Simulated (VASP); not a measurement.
A run of VASP 6.6.1 is set up as follows.

The input INCAR:

```
SYSTEM = TiO2
ALGO = Normal
EDIFF = 1E-6
ENCUT = 520
GGA = PE
ISIF = 2
ISMEAR = 0
LASPH = .TRUE.
LCHARG = .FALSE.
LREAL = Auto
LWAVE = .FALSE.
NBANDS = 141
NELM = 60
PREC = Accurate
SIGMA = 0.02
```

Contents of KPOINTS:

```
Automatic mesh
0
Gamma
  2 2 2
  0.5 0.5 0.5
```

Contents of POSCAR:

```
TiO2
1.0
   -1.8995999942     -5.6987999826      4.8488731938
   -5.6987999826      1.8995999942     -4.8488731938
    5.6987999826     -1.8995999942     -4.8488731938
Ti O
10 20
Direct
    0.4000000000      0.8000000000      0.6000000000
    0.0000000000      0.0000000000      0.0000000000
    0.2000000000      0.4000000000      0.8000000000
    0.8000000000      0.6000000000      0.2000000000
    0.6000000000      0.2000000000      0.4000000000
    0.5000000000      0.2500000000      0.7500000000
    0.1000000000      0.4500000000      0.1500000000
    0.3000000000      0.8500000000      0.9500000000
    0.9000000000      0.0500000000      0.3500000000
    0.7000000000      0.6500000000      0.5500000000
    0.5000000000      0.0435185418      0.5435185418
    0.1000000000      0.2435185418      0.9435185418
    0.3000000000      0.6435185418      0.7435185418
    0.9000000000      0.8435185418      0.1435185418
    0.7000000000      0.4435185418      0.3435185418
    0.4000000000      0.5935185418      0.3935185418
    1.0000000000      0.7935185418      0.7935185418
    0.2000000000      0.1935185418      0.5935185418
    0.8000000000      0.3935185418      0.9935185418
    0.6000000000      0.9935185418      0.1935185418
    0.5000000000      0.4564814582      0.9564814582
    0.1000000000      0.6564814582      0.3564814582
    0.3000000000      0.0564814582      0.1564814582
    0.9000000000      0.2564814582      0.5564814582
    0.7000000000      0.8564814582      0.7564814582
    0.4000000000      0.0064814582      0.8064814582
    1.0000000000      0.2064814582      0.2064814582
    0.2000000000      0.6064814582      0.0064814582
    0.8000000000      0.8064814582      0.4064814582
    0.6000000000      0.4064814582      0.6064814582
```

Potentials or basis: VASP PAW PBE potentials, release 64 (Ti_sv, O).

The run is started by

```console
$ cat potpaw_PBE.64/Ti_sv/POTCAR potpaw_PBE.64/O/POTCAR > POTCAR
$ mpirun -np 1 vasp_std > vasp.out
```

What does it give for the pressure?

0.7 GPa.

Predict the band gap on the k mesh.

2.30 eV.

What does it give for the largest force?

0.015 eV/Å.

Stress tensor (GPa, compression positive):
```
0.67 0.00 0.00
0.00 0.67 0.00
0.00 0.00 0.86
```

Caveat: a shifted mesh leaves out Γ, where band edges can lie. A k mesh can miss the band edges.
